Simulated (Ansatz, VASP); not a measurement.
Fe: VASP beside Ansatz

```xyz
1
Lattice="-1.4315 1.4315 1.4315 1.4315 -1.4315 1.4315 1.4315 1.4315 -1.4315" Properties=species:S:1:pos:R:3 pbc="T T T"
Fe    0.0000    0.0000    0.0000
```

Alike in both runs: task relaxation of cell and atoms; functional PBE; k mesh 20 × 20 × 20; occupations gaussian, width 0.1 eV; collinear spin.

|  | VASP | Ansatz |
| --- | --- | --- |
| version | VASP 6.6.1 | Ansatz 0.2.0 |
| potentials or method | VASP PAW PBE potentials, release 64 (Fe), cutoff 600 eV | scalar-relativistic, plane waves, PAW |
| valence electrons in the cell | 8 | 16 |

```tsv
	VASP	Ansatz	Ansatz less VASP
gap on the k mesh at the Fermi level, each at its own relaxed structure (eV)	none	none	-
net moment per atom (μB)	2.20	2.17	-0.026
size of the moment on the site where the two differ most (μB)	2.19	2.22	+0.023
relaxed volume (Å³/atom)	11.35	11.36	+0.003
relaxed cell length with the largest relative difference (Å)	2.452	2.452	+0.0002
```

Site moments also hang on the region over which each program counts them. A gap of «none» marks a metal or a gap that the smearing closes. VASP's potentials hold 8 valence electrons a cell and Ansatz's 16, so a difference there can come from the potentials and not from the codes.
